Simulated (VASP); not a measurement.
# TiB2 in VASP: notebook, part 2 of 2

VASP 6.6.1.

**3. Single point, PBE**

This run uses another cell than the first one, of 12.01 Å³/atom, 1.185 times its volume.

INCAR reads:

```
SYSTEM = TiB2
PREC = Accurate
ENCUT = 500
EDIFF = 1E-6
ISMEAR = 0
SIGMA = 0.2
LREAL = .FALSE.
LASPH = .TRUE.
NELM = 120
ALGO = Normal
ISIF = 2
LWAVE = .FALSE.
LCHARG = .TRUE.
GGA = PE
LELF = .TRUE.
LVHAR = .TRUE.
NBANDS = 16
GGA_COMPAT = .FALSE.
```

KPOINTS reads:

```
regular mesh
0
G
  7 7 4
  0 0 0
```

POSCAR reads:

```
TiB2
1.0
    2.4421619204      0.0000000000      0.0000000000
    0.0000000000      2.4421619204      0.0000000000
    0.0000000000      0.0000000000      6.0388584958
Ti B
1 2
Direct
    0.0000000000      0.0000000000      0.5000000000
    0.0000000000      0.0000000000      0.1356621264
    0.0000000000      0.0000000000      0.8643378736
```

Potentials or basis: VASP PAW PBE potentials, release 64 (Ti_sv, B).

On the command line:

```bash
> cat potpaw_PBE.64/Ti_sv/POTCAR potpaw_PBE.64/B/POTCAR > POTCAR
> mpirun -np 1 vasp_std > vasp.out
```

OUTCAR:

```text
SYSTEM = TiB2
   PREC = Accurate
   ENCUT = 500
   EDIFF = 1E-6
   ISMEAR = 0
   LREAL = .FALSE.
   LASPH = .TRUE.
   NELM = 120
   ISIF = 2
   GGA = PE

 ion  position               nearest neighbor table
   1  0.000  0.000  0.500-   2 2.20   3 2.20
   2  0.000  0.000  0.136-   3 1.64   1 2.20
   3  0.000  0.000  0.864-   2 1.64   1 2.20

  LATTYP: Found a simple tetragonal cell.
 ALAT       =     2.4421619204
 C/A-ratio  =     2.4727510676

  Lattice vectors:

 A1 = (   2.4421619204,   0.0000000000,   0.0000000000)
[... 630 lines left out ...]
      5      -1.8876      2.00000
      6       1.3831      2.00000
[... 8 lines left out ...]
     15      11.5327      0.00000
     16      13.4746      0.00000

 [... further k-points ...]
[... 5 lines left out ...]
  --------------------------------------------------------------------------------------
  -------------------------------------------------------------------------------------
  Total       -0.0350960     -0.0350960     -0.0376430      0.0000000     -0.0000000      0.0000000
  in kB       -1.5612231     -1.5612231     -1.6745248      0.0000000     -0.0000000      0.0000000
  external PRESSURE =      -1.5989904 kB  Pullay stress =       0.0000000 kB

 VOLUME and BASIS-vectors are now :
 -----------------------------------------------------------------------------
  energy-cutoff  :      500.00
  volume of cell :       36.02
      direct lattice vectors                 reciprocal lattice vectors
     2.442161920  0.000000000  0.000000000     0.409473259  0.000000000  0.000000000
     0.000000000  2.442161920  0.000000000     0.000000000  0.409473259  0.000000000
     0.000000000  0.000000000  6.038858496     0.000000000  0.000000000  0.165594210

 POSITION                                       TOTAL-FORCE (eV/Angst)
 -----------------------------------------------------------------------------------
      0.00000      0.00000      3.01943         0.000000      0.000000      0.000000
      0.00000      0.00000      0.81924         0.000000      0.000000      0.021597
      0.00000      0.00000      5.21961         0.000000     -0.000000     -0.021597
 -----------------------------------------------------------------------------------
    total drift:                               -0.000000      0.000000      0.000000

  FREE ENERGIE OF THE ION-ELECTRON SYSTEM (eV)
  ---------------------------------------------------
  free  energy   TOTEN  =       -17.2942575658 eV

  energy  without entropy=      -17.2564623536  energy(sigma->0) =      -17.27535996
```

OSZICAR:

```text
N       E                     dE             d eps       ncg     rms          rms(c)
DAV:   1     0.126654687645E+03    0.12665E+03   -0.90331E+03   960   0.119E+03
DAV:   2    -0.704241684164E+01   -0.13370E+03   -0.12896E+03  1056   0.322E+02
DAV:   3    -0.185170962528E+02   -0.11475E+02   -0.11000E+02  1744   0.756E+01
DAV:   4    -0.188149155162E+02   -0.29782E+00   -0.29687E+00  1008   0.117E+01
DAV:   5    -0.188241425144E+02   -0.92270E-02   -0.92266E-02  1392   0.168E+00    0.112E+01
DAV:   6    -0.201407514165E+02   -0.13166E+01   -0.21417E+01  1312   0.325E+01    0.112E+01
DAV:   7    -0.173308185080E+02    0.28099E+01   -0.12575E+01  1272   0.219E+01    0.444E+00
DAV:   8    -0.173139183530E+02    0.16900E-01   -0.63309E-01  1072   0.768E+00    0.148E+00
DAV:   9    -0.172922061818E+02    0.21712E-01   -0.11211E-01  1144   0.324E+00    0.451E-01
DAV:  10    -0.172942227189E+02   -0.20165E-02   -0.47626E-03  1072   0.716E-01    0.587E-02
DAV:  11    -0.172942293571E+02   -0.66382E-05   -0.39005E-04  1208   0.179E-01    0.549E-02
DAV:  12    -0.172942590021E+02   -0.29645E-04   -0.86044E-05   992   0.791E-02    0.109E-02
DAV:  13    -0.172942575449E+02    0.14572E-05   -0.96317E-06  1272   0.202E-02    0.514E-03
DAV:  14    -0.172942575658E+02   -0.20969E-07   -0.62131E-07   528   0.716E-03
   1 F= -.17294258E+02 E0= -.17275360E+02  d E =-.377952E-01
```

stdout:

```text
POSCAR found type information on POSCAR TiB
 POSCAR found :  2 types and       3 ions
 scaLAPACK will be used
 LDA part: xc-table for (Slater+PW92), standard interpolation
 POSCAR, INCAR and KPOINTS ok, starting setup
 FFT: planning ... GRIDC
 FFT: planning ... GRID_SOFT
 FFT: planning ... GRID
 WAVECAR not read
 entering main loop
```

Run time: 7.5 s. Hardware: 1 thread of Intel Xeon 6975P-C (Granite Rapids), shared host; peak memory 0.15 GiB.

What came out:

```yaml
Free_energy: -17.2943 eV
Pressure: -0.2 GPa
Largest_force: 0.022 eV/Å
Band_gap_on_the_k_mesh: zero (band 9 reaches 5.90 eV, above the bottom of band 10 at 5.11 eV)
```

Forces in eV/Å, atoms in the order of the input:
```
Ti   0.000  0.000  0.000
B    0.000  0.000  0.022
B    0.000  0.000 -0.022
```

Levels at points of the mesh, in eV from the Fermi level:
```tsv
k point	band 7	band 8	band 9	band 10	band 11	band 12
(0.00, 0.00, 0.00)	-4.77	-1.97	-1.23	3.78	3.78	5.19
(0.00, 0.00, 0.50)	-2.64	-2.32	-1.22	3.63	3.63	4.53
```

Caveat: the k points lie up to 0.37 Å⁻¹ apart.

**4. Single point, PBE**

This run uses another cell than the first one, of 10.11 Å³/atom, 0.997 times its volume.

INCAR reads:

```
PREC     = Accurate       # precision mode
ENCUT    = 500            # plane-wave cutoff, eV
EDIFF    = 1E-6           # SCF threshold, eV
ISMEAR   = 0              # smearing method
SIGMA    = 0.2            # smearing width, eV
LREAL    = F              # projectors in reciprocal space
LASPH    = T              # aspherical terms in the spheres
NELM     = 120            # most SCF steps
ALGO     = Normal         # electronic algorithm
ISIF     = 2              # what is computed and relaxed
LWAVE    = F              # write WAVECAR
LCHARG   = F              # write CHGCAR
GGA      = PE             # functional
NBANDS   = 16             # bands
GGA_COMPAT= F
```

KPOINTS reads:

```
regular mesh
0
Gamma
  6 6 6
```

POSCAR reads:

```
TiB2
1.0
    2.9510106306      0.0000000000      0.0000000000
    0.0000000000      2.9510106306      0.0000000000
    0.0000000000      0.0000000000      3.4815433769
Ti B
1 2
Direct
    0.0000000000      0.0000000000     -0.0027480793
    0.0000000000      0.5000000000      0.4973153497
    0.5000000000      0.0000000000      0.4973153497
```

Potentials or basis: VASP PAW PBE potentials, release 64 (Ti_sv, B).

On the command line:

```bash
> cat potpaw_PBE.64/Ti_sv/POTCAR potpaw_PBE.64/B/POTCAR > POTCAR
> mpirun -np 1 vasp_std > vasp.out
```

OUTCAR:

```text
PREC = Accurate
   ENCUT = 500
   EDIFF = 1E-6
   ISMEAR = 0
   LREAL = F
   LASPH = T
   NELM = 120
   ISIF = 2
   GGA = PE

 ion  position               nearest neighbor table
   1  0.000  0.000  0.997-   2 2.28   3 2.28   2 2.28   3 2.28   2 2.28   2 2.28   3 2.28   3 2.28

   2  0.000  0.500  0.497-   3 2.09   3 2.09   3 2.09   3 2.09   1 2.28   1 2.28   1 2.28   1 2.28

   3  0.500  0.000  0.497-   2 2.09   2 2.09   2 2.09   2 2.09   1 2.28   1 2.28   1 2.28   1 2.28

  LATTYP: Found a simple tetragonal cell.
[... 637 lines left out ...]
      6      -0.1027      2.00000
[... 8 lines left out ...]
     15      14.4650      0.00000
     16      15.6825      0.00000

 [... further k-points ...]
[... 5 lines left out ...]
  --------------------------------------------------------------------------------------
  -------------------------------------------------------------------------------------
  Total        0.0691478      0.0691478      0.0441261      0.0000000     -0.0000000      0.0000000
  in kB        3.6540589      3.6540589      2.3318098      0.0000000     -0.0000000      0.0000000
  external PRESSURE =       3.2133092 kB  Pullay stress =       0.0000000 kB

 VOLUME and BASIS-vectors are now :
 -----------------------------------------------------------------------------
  energy-cutoff  :      500.00
  volume of cell :       30.32
      direct lattice vectors                 reciprocal lattice vectors
     2.951010631  0.000000000  0.000000000     0.338866960  0.000000000  0.000000000
     0.000000000  2.951010631  0.000000000     0.000000000  0.338866960  0.000000000
     0.000000000  0.000000000  3.481543377     0.000000000  0.000000000  0.287228936

 POSITION                                       TOTAL-FORCE (eV/Angst)
 -----------------------------------------------------------------------------------
      0.00000      0.00000      3.47198         0.000000      0.000000      0.004171
      0.00000      1.47551      1.73142        -0.000000     -0.000000     -0.002086
      1.47551      0.00000      1.73142         0.000000      0.000000     -0.002086
 -----------------------------------------------------------------------------------
    total drift:                                0.000000     -0.000000     -0.000171

  FREE ENERGIE OF THE ION-ELECTRON SYSTEM (eV)
  ---------------------------------------------------
  free  energy   TOTEN  =       -20.8893441320 eV

  energy  without entropy=      -20.8683689381  energy(sigma->0) =      -20.87885654
```

OSZICAR:

```text
N       E                     dE             d eps       ncg     rms          rms(c)
DAV:   1     0.123205244321E+03    0.12321E+03   -0.88171E+03  1280   0.121E+03
DAV:   2    -0.166178692640E+02   -0.13982E+03   -0.13485E+03  1416   0.333E+02
DAV:   3    -0.241588386583E+02   -0.75410E+01   -0.73556E+01  1904   0.718E+01
DAV:   4    -0.243542050077E+02   -0.19537E+00   -0.19524E+00  1512   0.103E+01
DAV:   5    -0.243611303260E+02   -0.69253E-02   -0.69251E-02  1968   0.157E+00    0.148E+01
DAV:   6    -0.212523889963E+02    0.31087E+01   -0.19472E+01  1792   0.447E+01    0.560E+00
DAV:   7    -0.208976421978E+02    0.35475E+00   -0.31434E+00  1536   0.183E+01    0.409E+00
DAV:   8    -0.209280270973E+02   -0.30385E-01   -0.53437E-01  1696   0.742E+00    0.159E+00
DAV:   9    -0.208888164559E+02    0.39211E-01   -0.14889E-01  1640   0.415E+00    0.216E-01
DAV:  10    -0.208894621634E+02   -0.64571E-03   -0.35076E-03  1448   0.538E-01    0.116E-01
DAV:  11    -0.208893533029E+02    0.10886E-03   -0.34259E-04  1712   0.200E-01    0.243E-02
DAV:  12    -0.208893447386E+02    0.85644E-05   -0.33422E-05  1768   0.461E-02    0.805E-03
DAV:  13    -0.208893441320E+02    0.60652E-06   -0.15885E-06  1176   0.138E-02
   1 F= -.20889344E+02 E0= -.20878857E+02  d E =-.209752E-01
```

stdout:

```text
POSCAR found type information on POSCAR TiB
 POSCAR found :  2 types and       3 ions
 scaLAPACK will be used
 LDA part: xc-table for (Slater+PW92), standard interpolation
 POSCAR, INCAR and KPOINTS ok, starting setup
 FFT: planning ... GRIDC
 FFT: planning ... GRID_SOFT
 FFT: planning ... GRID
 WAVECAR not read
 entering main loop
```

It took 7 s on 1 thread of Intel Xeon 6975P-C (Granite Rapids), shared host; peak memory 0.15 GiB.

Results:

```
Free energy            : -20.8893 eV
Pressure               : 0.3 GPa
Largest force          : 0.004 eV/Å
Band gap on the k mesh : zero (band 9 reaches 8.58 eV, above the bottom of band 10 at 5.74 eV)
```

Forces in eV/Å, atoms in the order of the input:
```
Ti   0.000  0.000  0.004
B    0.000  0.000 -0.002
B    0.000  0.000 -0.002
```

Stress tensor (GPa, compression positive):
```
0.37 0.00 0.00
0.00 0.37 0.00
0.00 0.00 0.23
```

**5. Summary**

| cell | k mesh | gap on the mesh (eV) | pressure (GPa) | largest force (eV/Å) |
| --- | --- | --- | --- | --- |
| a = 2.684, b = 2.684, c = 4.221 Å, 3 atoms | 7 × 7 × 5 | none | -0.5 | 0.01 |
| a = 2.442, b = 2.442, c = 6.039 Å, 3 atoms | 7 × 7 × 4 | none | -0.2 | 0.02 |
| a = 2.951, b = 2.951, c = 3.482 Å, 3 atoms | 6 × 6 × 6 | none | 0.3 | - |

Alike in all rows: task single point; level PBE; potentials or basis VASP PAW PBE potentials, release 64 (Ti_sv, B); no spin polarisation; cutoff (eV) 500; smearing gaussian 0.2 eV.

Caveats: some runs use coarse meshes.

Total energies depend on the potentials used, so only differences within one code and one set of settings carry meaning.
